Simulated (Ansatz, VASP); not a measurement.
This is a calculation of V for VASP 6.6.1.

INCAR

```
PREC = Accurate
ENCUT = 520
EDIFF = 1E-6
ISMEAR = -1
SIGMA = 0.05
LREAL = F
LASPH = T
NELM = 150
ALGO = Fast
ISIF = 2
LWAVE = F
LCHARG = F
ISPIN = 2
MAGMOM = 2 2
LORBIT = 11
LMAXMIX = 4
NBANDS = 24
```

KPOINTS

```
regular mesh
0
Gamma
  12 12 6
```

File POSCAR:

```
V
1.0
    2.6553716605      0.0000000000      0.0000000000
   -1.3276858302      2.2996193144      0.0000000000
    0.0000000000      0.0000000000      4.8159739502
V
2
Direct
    0.3333333333      0.6666666667      0.2500000000
    0.6666666667      0.3333333333      0.7500000000
```

Potentials or basis: VASP PAW LDA potentials, release 64 (V_sv).

Run with:

```bash
$ cat potpaw_LDA.64/V_sv/POTCAR > POTCAR
$ mpirun -np 1 vasp_std > vasp.out
```

Question: Set up the same calculation for Ansatz 0.2.0. Potentials there: all-electron LAPW, scalar-relativistic.

Answer: As run (the cutoff follows the program's own potentials):

Contents of input.yaml:

```yaml
crystal:
  lattice:
    - [2.6553716605, 0.0, 0.0]
    - [-1.3276858302, 2.2996193144, 0.0]
    - [0.0, 0.0, 4.8159739502]
  atoms:
    - { symbol: V, position: [0.3333333333, 0.6666666667, 0.25], spin: 2.0 }
    - { symbol: V, position: [0.6666666667, 0.3333333333, 0.75], spin: 2.0 }
kpoints:
  mp_grid: { grid: [12, 12, 6] }
scf:
  occupations: { method: fermi_dirac, width: 0.05 }
hamiltonian:
  xc: lda
  pseudopotentials: { kind: all_electron, lapw: { basis_error: 0.001 } }
magnetization:
  spin_polarized: true
output:
  forces: true
  stress: true
  eigenvalues: true
```

Potentials or basis: all-electron LAPW, scalar-relativistic.

Command:

```console
$ ansatz run input.yaml --threads 2 --pin off --max-ram 6144MiB --backend cpu --events-out ev --progress --plain --runs-dir out
```

Both were run:

|  | VASP | Ansatz | Ansatz less VASP |
| --- | --- | --- | --- |
| gap on the k mesh at the Fermi level (eV) | none | none | - |
| pressure (GPa) | -20.2 | -20.5 | -0.26 |
| traceless stress, the component that is largest in VASP (GPa) | 1.22 | 1.26 | +0.038 |
| net moment per atom (μB) | 0.00 | 0.00 | -0.001 |

LDA's correlation is that of Perdew and Zunger in VASP and of Perdew and Wang (1992) in Ansatz. A gap of «none» marks a metal or a gap that the smearing closes. Ansatz ran all-electron here, and VASP with PAW potentials.
